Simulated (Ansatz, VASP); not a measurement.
**Two plane-wave programs on SiC**

```
CELL_PARAMETERS angstrom
3.31060 0.00000 0.00000
-1.65530 2.86706 0.00000
0.00000 0.00000 9.58890
ATOMIC_POSITIONS crystal
Si 0.66667 0.33333 0.93784
Si 0.33333 0.66667 0.43784
Si 0.00000 0.00000 0.68790
Si 0.00000 0.00000 0.18790
C 0.66667 0.33333 0.74981
C 0.33333 0.66667 0.24981
C 0.00000 0.00000 0.50045
C 0.00000 0.00000 0.00045
```

Alike in both runs: task single point; functional PBE; k mesh 12 × 12 × 4; occupations gaussian, width 0.05 eV; no spin polarisation.

|  | VASP | Ansatz |
| --- | --- | --- |
| version | VASP 6.6.1 | Ansatz 0.2.0 |
| potentials or method | VASP PAW PBE potentials, release 64 (Si, C), cutoff 520 eV | scalar-relativistic, plane waves, PAW |
| valence electrons in the cell | 32 | 32 |

|  | VASP | Ansatz | Ansatz less VASP |
| --- | --- | --- | --- |
| gap on the k mesh at the Fermi level (eV) | 1.53 | 1.54 | +0.012 |
| least direct gap on the mesh (eV) | 2.45 | 2.45 | +0.004 |
| pressure (GPa) | -10.7 | -10.8 | -0.01 |
| traceless stress, the component that is largest in VASP (GPa) | 38.66 | 38.52 | -0.138 |
| rms of the force components (eV/Å) | 0.759 | 0.759 | +0.0001 |

Atom by atom the forces differ by 0.001 eV/Å (rms over components).
